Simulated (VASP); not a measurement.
# AlRu (CsCl type) (Pm-3m) in VASP: a series of runs

The runs below take AlRu (CsCl type) through relaxation of cell and atoms, with PBE.

Everything below comes from runs of VASP 6.6.1. Logs are shortened: lines on timing, memory, paths and dates and some standing lists are left out, and cuts for length are marked.

## Step 1: The cell of the first run

Symmetry: Pm-3m, No. 221, cubic system. The conventional cell has a = 2.816 Å, b = 2.816 Å, c = 2.816 Å, α = 90.00°, β = 90.00°, γ = 90.00°. Within 3.2 Å of Ru (site symmetry m-3m) lie 8 Al at 2.44 Å and 6 Ru at 2.82 Å. Within 3.2 Å of Al (site symmetry m-3m) lie 8 Ru at 2.44 Å and 6 Al at 2.82 Å.

## Step 2: Relaxation of cell and atoms, PBE, target pressure 60 GPa, at which the enthalpy is minimised

INCAR

```
ALGO = Normal ; EDIFF = 1E-7
EDIFFG = -0.005 ; ENCUT = 600
GGA = PE ; IBRION = 2
ISIF = 3 ; ISMEAR = -1
LASPH = True ; LCHARG = False
LREAL = False ; LWAVE = False
NELM = 80 ; NSW = 32
PREC = Accurate ; PSTRESS = 600.0
SIGMA = 0.05
```

KPOINTS

```
k-points
0
Gamma
  14 14 14
```

POSCAR

```
AlRu
1.0
    2.8164697810      0.0000000000      0.0000000000
    0.0000000000      2.8164697810      0.0000000000
    0.0000000000      0.0000000000      2.8164697810
Ru Al
1 1
Direct
    0.0000000000      0.0000000000      0.0000000000
    0.5000000000      0.5000000000      0.5000000000
```

Potentials or basis: VASP PAW PBE potentials, release 64 (Ru_pv, Al).

Launch:

```
$ cat potpaw_PBE.64/Ru_pv/POTCAR potpaw_PBE.64/Al/POTCAR > POTCAR
$ mpirun -np 1 vasp_std > vasp.out
```

OUTCAR:

```text
EDIFF = 1E-7
   EDIFFG = -0.005
   ENCUT = 600
   GGA = PE
   IBRION = 2
   ISIF = 3
   ISMEAR = -1
   LASPH = True
   LREAL = False
   NELM = 80
   NSW = 32
   PREC = Accurate
   PSTRESS = 600.0

 ion  position               nearest neighbor table
   1  0.000  0.000  0.000-   2 2.44   2 2.44   2 2.44   2 2.44   2 2.44   2 2.44   2 2.44   2 2.44

   2  0.500  0.500  0.500-   1 2.44   1 2.44   1 2.44   1 2.44   1 2.44   1 2.44   1 2.44   1 2.44

  LATTYP: Found a simple cubic cell.
 ALAT       =     2.8164697810

  Lattice vectors:

 A1 = (   2.8164697810,   0.0000000000,   0.0000000000)
 A2 = (   0.0000000000,   2.8164697810,   0.0000000000)
 A3 = (   0.0000000000,   0.0000000000,   2.8164697810)

Analysis of symmetry for initial positions (statically):
=====================================================================
 Subroutine PRICEL returns:
 Original cell was already a primitive cell.

 Routine SETGRP: Setting up the symmetry group for a
 simple cubic supercell.

 Subroutine GETGRP returns: Found 48 space group operations
[... 9 lines left out ...]

 Routine SETGRP: Setting up the symmetry group for a
 simple cubic supercell.

 Subroutine GETGRP returns: Found 48 space group operations
[... 11 lines left out ...]
                                     Primitive cell

  volume of cell :      22.3417

  direct lattice vectors                    reciprocal lattice vectors
     2.816469781  0.000000000  0.000000000     0.355054404  0.000000000  0.000000000
     0.000000000  2.816469781  0.000000000     0.000000000  0.355054404  0.000000000
     0.000000000  0.000000000  2.816469781     0.000000000  0.000000000  0.355054404

  length of vectors
     2.816469781  2.816469781  2.816469781     0.355054404  0.355054404  0.355054404

  position of ions in fractional coordinates (direct lattice)
     0.000000000  0.000000000  0.000000000
     0.500000000  0.500000000  0.500000000

  ion indices of the primitive-cell ions
   primitive index   ion index
                 1           1
                 2           2

----------------------------------------------------------------------------------------

 KPOINTS: k-points

Automatic generation of k-mesh.
 Grid dimensions read from file:
 generate k-points for:   14   14   14

 Generating k-lattice:

  Cartesian coordinates                     Fractional coordinates (reciprocal lattice)
[... 70 lines left out ...]
   PSTRESS=  600.0 pullay stress
   NELECT =      17.0000    total number of electrons
   NUPDOWN=      -1.0000    fix difference up-down
   EMIN   =  10.00;   EMAX   =-10.00  energy-range for DOS
   EFERMI =   0.00;   METHOD = LEGACY
   ISMEAR =    -1;   SIGMA  =   0.05  broadening in eV -4-tet -1-fermi 0-gaus
   EFERMI_NEDOS =   21; number of points for ismear=-14 and -15
   IALGO  =     38    algorithm
   IMIX   =      4    mixing-type and parameters
     AMIX     =   0.40;   BMIX     =  1.00
     AMIX_MAG =   1.60;   BMIX_MAG =  1.00
  volume/ion in A,a.u.               =      11.17        75.38
  Fermi-wavevector in a.u.,A,eV,Ry     =   1.494581  2.824348 30.392307  2.233772
  Thomas-Fermi vector in A             =   2.606835
   LORBIT       =      0    0 simple, 1 ext, 2 COOP (PROOUT), +10 PAW based schemes
   GGA     = PE    functional components
   LHFCALC =     F    Hartree Fock is set to
   AEXX    =    0.0000 exact exchange contribution
   IVDW    =     0    specifies the selected vdW correction
   LEPSILON=     F    determine dielectric tensor
   LRPA    =     F    only Hartree local field effects (RPA)
 conjugate gradient relaxation of ions
 non-spin polarized calculation
  energy-cutoff  :      600.00
  volume of cell :       22.34
 maximum number of plane-waves:       768
 NGX is ok and might be reduce to    24
   NGX = 11   NGY = 11   NGZ = 11

--------------------------------------- Ionic step        1  -------------------------------------------

 number of electron      16.9999996 magnetization

 Free energy of the ion-electron system (eV)
  ---------------------------------------------------
  ext. energy  EPLUGINS =         0.00000000
  ---------------------------------------------------
  free energy    TOTEN  =       -13.50628101 eV

  energy without entropy =      -13.49451368  energy(sigma->0) =      -13.50039735

------------------------ aborting loop because EDIFF is reached ----------------------------------------

  FORCE on cell =-STRESS in cart. coord.  units (eV):
  Direction    XX          YY          ZZ          XY          YZ          ZX
  --------------------------------------------------------------------------------------
  -------------------------------------------------------------------------------------
  Total        8.3883245      8.3883245      8.3883245     -0.0000000      0.0000000      0.0000000
  in kB      601.5483164    601.5483164    601.5483164     -0.0000000      0.0000000      0.0000000
  external PRESSURE =       1.5483164 kB  Pullay stress =     600.0000000 kB
[... 63 lines left out ...]
--------------------------------------- Ionic step        3  -------------------------------------------

 number of electron      16.9999996 magnetization

 Free energy of the ion-electron system (eV)
  ---------------------------------------------------
  ext. energy  EPLUGINS =         0.00000000
  ---------------------------------------------------
  free energy    TOTEN  =       -13.50895859 eV

  energy without entropy =      -13.49718527  energy(sigma->0) =      -13.50307193

 E-fermi :  13.4991     XC(G=0): -13.5218

 val. band max:       13.4921102667   @ k =   0.1429   0.0714   0.0714
 cond. band min:      13.5015473453   @ k =   0.3571   0.1429   0.0000
 fundamental gap:      0.0094370786
 Fermi energy:        13.4990952356

 k-point     1 :       0.0000    0.0000    0.0000
  band No.  band energies     occupation
      1     -28.3299      2.00000
      2     -28.3299      2.00000
      3     -28.3299      2.00000
      4       2.7318      2.00000
      5       8.8137      2.00000
      6       8.8137      2.00000
      7      13.7337      0.01818
      8      13.7337      0.01818
      9      13.7337      0.01818
     10      20.5239      0.00000
     11      20.5239      0.00000
     12      20.5239      0.00000
[... 331 lines left out ...]
 k-point    24 :       0.3571    0.2143    0.0000
  band No.  band energies     occupation
      1     -28.6421      2.00000
      2     -28.4552      2.00000
      3     -28.2872      2.00000
      4       5.9435      2.00000
      5       8.7561      2.00000
      6      10.2587      2.00000
      7      11.4746      2.00000
      8      11.9539      2.00000
      9      13.0261      1.99984
     10      16.8703      0.00000
     11      21.0917      0.00000
     12      22.9063      0.00000

 [... further k-points ...]
[... 5 lines left out ...]
  --------------------------------------------------------------------------------------
  -------------------------------------------------------------------------------------
  Total        8.3711712      8.3711712      8.3711712     -0.0000000      0.0000000     -0.0000000
  in kB      600.1263753    600.1263753    600.1263753     -0.0000000      0.0000000     -0.0000000
  external PRESSURE =       0.1263753 kB  Pullay stress =     600.0000000 kB
[... 21 lines left out ...]
  energy  without entropy=      -13.4971852740  energy(sigma->0) =      -13.50307193

  enthalpy is  TOTEN    =        -5.1395502288 eV   P V=        8.3694083584

 reached required accuracy - stopping structural energy minimisation
```

CONTCAR:

```text
AlRu
   1.00000000000000
     2.8167698497142122   -0.0000000000000000    0.0000000000000000
    -0.0000000000000000    2.8167698497142122   -0.0000000000000000
     0.0000000000000000    0.0000000000000000    2.8167698497142122
  Ru              Al
     1     1
Direct
     0.0000000000000000    0.0000000000000000    0.0000000000000000
     0.5000000000000000    0.5000000000000000    0.5000000000000000

  0.00000000E+00  0.00000000E+00  0.00000000E+00
  0.00000000E+00  0.00000000E+00  0.00000000E+00
```

Wall time 27 s (1 thread of AMD EPYC 9R45 (Zen 5), shared host); peak memory 0.15 GiB.

What came out:

```
Free energy                                            : -13.5090 eV
Relaxed volume                                         : 11.17 Å³/atom
Relaxed cell                                           : a = 2.817 Å, b = 2.817 Å, c = 2.817 Å, α = 90.00°, β = 90.00°, γ = 90.00°
Space group after relaxing (to 0.05 Å)                 : Pm-3m (No. 221)
Energy change on relaxing (the enthalpy is what falls) : -1.3 meV/atom
Ionic steps                                            : 3
Pressure after relaxing                                : 60.0 GPa
```

Step by step:
```csv
step,energy change (eV),largest force (eV/Å),pressure (GPa),volume (Å³)
1,0.0000,0.0000,60.15,22.34
2,-0.0130,0.0000,59.47,22.38
3,-0.0027,0.0000,60.01,22.35
```

Final structure:
```yaml
crystal:
  lattice:
    - [2.81677, 0.00000, 0.00000]
    - [0.00000, 2.81677, 0.00000]
    - [0.00000, 0.00000, 2.81677]
  atoms:
    - { symbol: Ru, position: [0.00000, 0.00000, 0.00000] }
    - { symbol: Al, position: [0.50000, 0.50000, 0.50000] }
```

Levels at points of the mesh, in eV from the Fermi level:
```
           k point  band 5  band 6  band 7  band 8  band 9  band 10  band 11  band 12
(0.00, 0.00, 0.00)   -4.69   -4.69    0.23    0.23    0.23     7.02     7.02     7.02
(0.50, 0.00, 0.00)   -5.78   -3.64   -2.04   -2.04    0.58     3.05     7.23    11.98
(0.50, 0.50, 0.00)   -3.88   -1.57   -1.57   -1.45   -1.45     2.04     6.65     8.27
(0.50, 0.50, 0.50)   -5.77   -5.77    2.17    2.17    3.72     4.65     4.65     4.65
```

Caveat: the cell is relaxed towards a set pressure, so the enthalpy falls and the energy may rise.

## Step 3: Relaxation of cell and atoms, PBE, target pressure 60 GPa, at which the enthalpy is minimised

This run uses another cell than the first one, of 11.54 Å³/atom, 1.033 times its volume.

INCAR

```
PREC = Accurate
ENCUT = 600
EDIFF = 1E-6
ISMEAR = -1
SIGMA = 0.05
LREAL = False
LASPH = True
NELM = 60
ALGO = Normal
ISIF = 3
LWAVE = False
LCHARG = False
GGA = PE
IBRION = 2
NSW = 60
EDIFFG = -0.005
PSTRESS = 600.0
```

KPOINTS

```
regular mesh
0
Gamma
  14 14 14
```

POSCAR

```
AlRu
1.0
    2.8472859278      0.0000000000      0.0000000000
    0.0000000000      2.8472859278      0.0000000000
    0.0000000000      0.0000000000      2.8472859278
Ru Al
1 1
Direct
    0.0000000000      0.0000000000      0.0000000000
    0.5000000000      0.5000000000      0.5000000000
```

Potentials or basis: VASP PAW PBE potentials, release 64 (Ru_pv, Al).

Launch:

```
$ cat potpaw_PBE.64/Ru_pv/POTCAR potpaw_PBE.64/Al/POTCAR > POTCAR
$ mpirun -np 1 vasp_std > vasp.out
```

It took 37 s on 1 thread of AMD EPYC 9R45 (Zen 5), shared host; peak memory 0.15 GiB.

It converged, with:

| Property | Result |
| --- | --- |
| Free energy | -13.5111 eV |
| Relaxed volume | 11.18 Å³/atom |
| Relaxed cell | a = 2.817 Å, b = 2.817 Å, c = 2.817 Å, α = 90.00°, β = 90.00°, γ = 90.00° |
| Space group after relaxing (to 0.05 Å) | Pm-3m (No. 221) |
| Energy change on relaxing (the enthalpy is what falls) | +120.9 meV/atom |
| Ionic steps | 4 |
| Pressure after relaxing | 59.9 GPa |

The path:
| step | energy change (eV) | largest force (eV/Å) | pressure (GPa) | volume (Å³) |
| --- | --- | --- | --- | --- |
| 1 | 0.0000 | 0.0000 | 46.59 | 23.08 |
| 2 | 1.5239 | 0.0000 | 119.91 | 20.00 |
| 3 | 0.2300 | 0.0000 | 59.31 | 22.38 |
| 4 | 0.2418 | 0.0000 | 59.93 | 22.35 |

Final structure:
```
Ru Al
1.0
     2.81695    0.00000    0.00000
     0.00000    2.81695    0.00000
     0.00000    0.00000    2.81695
Ru Al
1 1
Direct
  0.00000 0.00000 0.00000
  0.50000 0.50000 0.50000
```

Levels at points of the mesh, in eV from the Fermi level:
```
           k point  band 6  band 7  band 8  band 9  band 10  band 11  band 12
(0.00, 0.00, 0.00)   -4.68    0.23    0.23    0.23     7.02     7.02     7.02
(0.50, 0.00, 0.00)   -3.64   -2.04   -2.04    0.58     3.05     7.23    12.14
(0.50, 0.50, 0.00)   -1.57   -1.57   -1.45   -1.45     2.04     6.65     8.26
(0.50, 0.50, 0.50)   -5.76    2.17    2.17    3.72     4.65     4.65     4.65
```

Caveat: the cell is relaxed towards a set pressure, so the enthalpy falls and the energy may rise.
